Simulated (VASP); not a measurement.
# SiC: single point with PBEsol

**The experiment to reproduce.**

“Insight into the structural, elastic and electronic properties of a new orthorhombic 6O-SiC polytype”, 2020, pmc:7200658 quotes, for a bulk crystal of SiC: band gap 2.4 eV (indirect).

SiC:

```
Si C
1.0
     0.00000    2.17400    2.17400
     2.17400    0.00000    2.17400
     2.17400    2.17400    0.00000
Si C
1 1
Direct
  0.00000 0.00000 0.00000
  0.75000 0.75000 0.75000
```

* Program: VASP 6.6.1
* Task: single point
* Functional: PBEsol
* Potentials or basis: VASP PAW PBE potentials, release 64 (Si, C)
* Cutoff: 520 eV
* k mesh: 10 × 10 × 10
* Occupations: gaussian, width 0.05 eV
* Spin: no spin polarisation

```
Pressure               : 1.7 GPa
Band gap on the k mesh : 1.23 eV, indirect (least direct gap 4.45 eV)
```

Levels at points of the mesh, in eV from the valence-band top:
| k point | band 1 | band 2 | band 3 | band 4 | band 5 | band 6 | band 7 | band 8 |
| --- | --- | --- | --- | --- | --- | --- | --- | --- |
| (0.00, 0.00, 0.00) | -15.48 | 0.00 | 0.00 | 0.00 | 6.27 | 7.29 | 7.29 | 7.29 |
| (0.50, 0.00, 0.00) | -11.85 | -8.64 | -1.06 | -1.06 | 5.44 | 7.17 | 7.17 | 9.95 |
| (0.50, 0.50, 0.00) | -10.38 | -7.86 | -3.22 | -3.22 | 1.23 | 4.22 | 14.03 | 14.03 |

It used 10 s of CPU time on 1 thread of AMD EPYC 7R13 Processor (Zen 3) (shared host).

A measured gap of SiC is 2.4 eV (indirect; quoted in “Insight into the structural, elastic and electronic properties of a new orthorhombic 6O-SiC polytype”, 2020, pmc:7200658); the calculated 1.23 eV misses it by -1.17 eV. The value is that of PBEsol on a finite k mesh, which can miss the band edges, without temperature or zero-point motion. Semilocal functionals fall short of measured gaps as a rule.

Caveat: the PAW data sets were made with another functional, which shifts forces and pressure a little.
